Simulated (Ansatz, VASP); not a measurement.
# MnSi in VASP and in Ansatz

```
Mn Si
1.0
     4.55652    0.00000    0.00000
     0.00000    4.55652    0.00000
     0.00000    0.00000    4.55652
Mn Si
4 4
Cartesian
  0.6191 0.6191 0.6191
  1.6592 3.9374 2.8973
  2.8973 1.6592 3.9374
  3.9374 2.8973 1.6592
  3.8511 3.8511 3.8511
  2.9836 0.7054 1.5729
  1.5729 2.9836 0.7054
  0.7054 1.5729 2.9836
```

Alike in both runs: functional PBE; k mesh 8 × 8 × 8; occupations gaussian, width 0.05 eV; no spin polarisation.

Ansatz relaxed the structure, and its values are those at the end. VASP's run is a single point on that final structure, the one shown.

|  | VASP | Ansatz |
| --- | --- | --- |
| version | VASP 6.6.1 | Ansatz 0.2.0 |
| potentials or method | VASP PAW PBE potentials, release 64 (Mn_pv, Si), cutoff 520 eV | scalar-relativistic, plane waves, PAW |
| valence electrons in the cell | 68 | 76 |

Ansatz gave:

```
gap on the k mesh at the Fermi level (eV) : none
pressure (GPa)                            : -7.8
rms of the force components (eV/Å)        : 0.000
```

Problem. What did VASP give for the same quantities?

Solution. gap on the k mesh at the Fermi level (eV): none; pressure (GPa): -7.8; rms of the force components (eV/Å): 0.005.

A gap of «none» marks a metal or a gap that the smearing closes. VASP's potentials hold 68 valence electrons a cell and Ansatz's 76, so a difference there can come from the potentials and not from the codes. Ansatz's warnings: stress scf threshold loose.
